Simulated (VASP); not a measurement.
A run of VASP 6.6.1 is set up as follows.

The input INCAR:

```
PREC     = Accurate       # precision mode
ENCUT    = 520            # plane-wave cutoff, eV
EDIFF    = 1E-6           # SCF threshold, eV
ISMEAR   = 0              # smearing method
SIGMA    = 0.05           # smearing width, eV
LREAL    = False          # projectors in reciprocal space
LASPH    = True           # aspherical terms in the spheres
NELM     = 60             # most SCF steps
ALGO     = Normal         # electronic algorithm
ISIF     = 2              # what is computed and relaxed
LWAVE    = False          # write WAVECAR
LCHARG   = False          # write CHGCAR
GGA      = PE             # functional
NBANDS   = 11             # bands
```

KPOINTS

```
regular mesh
0
Gamma
  12 12 12
```

The input POSCAR:

```
BN
1.0
    0.0000000000      1.7930465239      1.9284217293
    1.9284217293      0.0000000000      1.9284217293
    1.9284217293      1.7930465239      0.0000000000
B N
1 1
Direct
    0.0000000000      0.0000000000      0.0000000000
    0.7500000000      0.7500000000      0.7500000000
```

Potentials or basis: VASP PAW PBE potentials, release 64 (B, N).

Command:

```sh
$ cat potpaw_PBE.64/B/POTCAR potpaw_PBE.64/N/POTCAR > POTCAR
$ mpirun -np 1 vasp_std > vasp.out
```

Task: What does it give for the band gap on the k mesh?

Result: 3.25 eV, indirect (least direct gap 7.56 eV).

Task: Predict the pressure.

Result: -34.2 GPa.

Stress tensor (GPa, compression positive):
```
-46.21   0.00   0.00
  0.00 -10.17   0.00
  0.00   0.00 -46.21
```

 A k mesh can miss the band edges.
